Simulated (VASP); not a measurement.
A run of VASP 6.6.1 is set up as follows.

The input INCAR:

```
  PREC = Accurate
  ENCUT = 520
  EDIFF = 1E-7
  ISMEAR = 0
  SIGMA = 0.1
  LREAL = F
  LASPH = T
  NELM = 60
  ALGO = Fast
  ISIF = 2
  LWAVE = F
  LCHARG = F
  GGA = PE
  NBANDS = 24
```

KPOINTS

```
regular mesh
0
Gamma
  12 12 8
```

POSCAR

```
Ta2Al3
1.0
    5.4047033727      0.0000000000      0.0000000000
   -2.7023516863      4.6806104207      0.0000000000
    0.0000000000      0.0000000000      4.9202509690
Ta Al
2 3
Direct
    0.0000000000      0.0000000000      0.5000000000
    0.0000000000      0.0000000000      0.0000000000
    0.5000000000      0.0000000000      0.5000000000
    0.0000000000      0.5000000000      0.5000000000
    0.5000000000      0.5000000000      0.5000000000
```

Potentials or basis: VASP PAW PBE potentials, release 64 (Ta_pv, Al).

Run with:

```sh
$ cat potpaw_PBE.64/Ta_pv/POTCAR potpaw_PBE.64/Al/POTCAR > POTCAR
$ mpirun -np 1 vasp_std > vasp.out
```

(1) Predict the band gap on the k mesh.

(2) What does it give for the pressure?

Results:

(1) zero (an odd number of electrons rules out a gap without spin polarisation).

(2) 0.1 GPa.

Caveat: spin-orbit coupling is left out, which moves the levels of the heavy elements.
